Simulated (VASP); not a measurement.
Set up this calculation in VASP 6.6.1, as the native input.

```
Task                   : single point
Functional             : LDA
Potentials or basis    : VASP PAW LDA potentials, release 64 (Na_pv, Li_sv, Sc_sv, Cl)
Cutoff                 : 750 eV
k mesh                 : 3 × 3 × 3
Occupations            : gaussian, width 0.01 eV
Spin                   : no spin polarisation
Dipole correction      : no
Further INCAR settings : ALGO = Normal; EDIFF = 1e-06; NBANDS = 46
```

The structure of Na2LiScCl6 lies in POSCAR:

```
Na2LiScCl6
1.0
    0.0000000000      4.9911100000      4.9911100000
    4.9911100000      0.0000000000      4.9911100000
    4.9911100000      4.9911100000      0.0000000000
Na Li Sc Cl
2 1 1 6
Direct
    0.7500000000      0.7500000000      0.7500000000
    0.2500000000      0.2500000000      0.2500000000
    0.5000000000      0.5000000000      0.5000000000
    0.0000000000      0.0000000000      0.0000000000
    0.7517900000      0.2482100000      0.2482100000
    0.2482100000      0.2482100000      0.7517900000
    0.7517900000      0.7517900000      0.2482100000
    0.2482100000      0.7517900000      0.2482100000
    0.7517900000      0.2482100000      0.7517900000
    0.2482100000      0.7517900000      0.7517900000
```

These files were run (other wordings do the same):

INCAR

```
PREC = Accurate
ENCUT = 750
EDIFF = 1E-6
ISMEAR = 0
SIGMA = 0.01
LREAL = F
LASPH = T
NELM = 120
ALGO = Normal
ISIF = 2
LWAVE = F
LCHARG = F
GGA = CA
NBANDS = 46
GGA_COMPAT = F
```

KPOINTS

```
Automatic mesh
0
Gamma
  3 3 3
```

Potentials or basis: VASP PAW LDA potentials, release 64 (Na_pv, Li_sv, Sc_sv, Cl).

Run with:

```bash
$ cat potpaw_LDA.64/Na_pv/POTCAR potpaw_LDA.64/Li_sv/POTCAR potpaw_LDA.64/Sc_sv/POTCAR potpaw_LDA.64/Cl/POTCAR > POTCAR
$ mpirun -np 1 vasp_std > vasp.out
```

It gave:

```json
{
 "Pressure": "-3.0 GPa",
 "Largest force": "0.171 eV/Å",
 "Band gap on the k mesh": "3.58 eV"
}
```

Caveat: the cell stands under tension; an odd mesh through Γ misses points on the zone boundary, where band edges can lie.

It took 3.7 min on 1 thread of Intel Xeon 8259CL (shared host), peak memory 0.46 GiB.
